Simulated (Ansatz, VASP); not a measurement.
# One calculation of Zr2Si3, two programs

File INCAR:

```
PREC = Accurate
ENCUT = 600
EDIFF = 1E-6
ISMEAR = 0
SIGMA = 0.1
LREAL = False
LASPH = True
NELM = 60
ALGO = Normal
ISIF = 3
LWAVE = False
LCHARG = False
GGA = PE
IBRION = 2
NSW = 90
EDIFFG = -0.04
```

The input KPOINTS:

```
regular mesh
0
Gamma
  4 4 4
```

Contents of POSCAR:

```
Zr2Si3
1.0
    3.8717642600      0.0000000000      0.0000000000
    0.0000000000      4.7630003800      0.0000000000
    0.0000000000      0.0000000000      5.7418993400
Zr Si
2 3
Direct
    0.5000000000      0.5000000000      0.5000000000
    0.5000000000      0.0000000000      0.5000000000
    0.0000000000      0.0000000000      0.5000000000
    0.5000000000      0.0000000000      0.0000000000
    0.0000000000      0.0000000000      0.0000000000
```

Input for Ansatz:

```yaml
crystal:
  lattice:
    - [3.87176426, 0.0, 0.0]
    - [0.0, 4.76300038, 0.0]
    - [0.0, 0.0, 5.74189934]
  atoms:
    - { symbol: Zr, position: [0.5, 0.5, 0.5] }
    - { symbol: Zr, position: [0.5, 0.0, 0.5] }
    - { symbol: Si, position: [0.0, 0.0, 0.5] }
    - { symbol: Si, position: [0.5, 0.0, 0.0] }
    - { symbol: Si, position: [0.0, 0.0, 0.0] }
basis:
  ecutwfc: 420
kpoints:
  mp_grid: { grid: [4, 4, 4] }
hamiltonian:
  xc: pbe
scf:
  occupations: { method: gaussian, width: 0.1 }
  lower_state_search: "off"
output:
  forces: true
  stress: true
  eigenvalues: true
relax:
  adjacent_minimum: "off"
  f_tol: 0.04
  max_steps: 70
  cell: { stress_tol: 0.4 }
```

Change from the starting cell: species swapped into the Zr3Cd2 type (Pmmm, No. 47).

Alike in both runs: task relaxation of cell and atoms; functional PBE; k mesh 4 × 4 × 4; occupations gaussian, width 0.1 eV; no spin polarisation.

|  | VASP | Ansatz |
| --- | --- | --- |
| version | VASP 6.6.1 | Ansatz 0.2.0 |
| potentials or method | VASP PAW PBE potentials, release 64 (Zr_sv, Si), cutoff 600 eV | scalar-relativistic, plane waves, PAW |
| valence electrons in the cell | 36 | 36 |

|  | VASP | Ansatz | Ansatz less VASP |
| --- | --- | --- | --- |
| gap on the k mesh at the Fermi level, each at its own relaxed structure (eV) | none | none | - |
| relaxed volume (Å³/atom) | 27.97 | 27.96 | -0.011 |
| relaxed length of the cell vector where the two differ most in proportion (Å) | 5.203 | 5.209 | +0.0064 |

A gap of «none» marks a metal or a gap that the smearing closes.

The k mesh is coarse, so the values compare programs but aren't converged. Noted on VASP's run: the volume moved by over 15 % at a fixed basis, so the end points are rough.
